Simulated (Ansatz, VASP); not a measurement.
MgSe in VASP and in Ansatz

```
CELL_PARAMETERS angstrom
0.00000 2.73455 2.73455
2.73455 0.00000 2.73455
2.73455 2.73455 0.00000
ATOMIC_POSITIONS crystal
Mg 0.00000 0.00000 0.00000
Se 0.50000 0.50000 0.50000
```

Alike in both runs: task single point; functional PBEsol; k mesh 10 × 10 × 10; occupations gaussian, width 0.05 eV; no spin polarisation.

|  | VASP | Ansatz |
| --- | --- | --- |
| version | VASP 6.6.1 | Ansatz 0.2.0 |
| potentials or method | VASP PAW PBE potentials, release 64 (Mg, Se), cutoff 600 eV | scalar-relativistic, plane waves, PAW |
| valence electrons in the cell | 8 | 26 |

```csv
,VASP,Ansatz,Ansatz less VASP
gap on the k mesh at the Fermi level (eV),1.75,1.76,+0.013
least direct gap on the mesh (eV),2.43,2.43,-0.001
pressure (GPa),-0.7,-0.7,+0.06
```

VASP's potentials were made for PBE, not for PBEsol. VASP's potentials hold 8 valence electrons a cell and Ansatz's 26, so a difference there can come from the potentials and not from the codes.
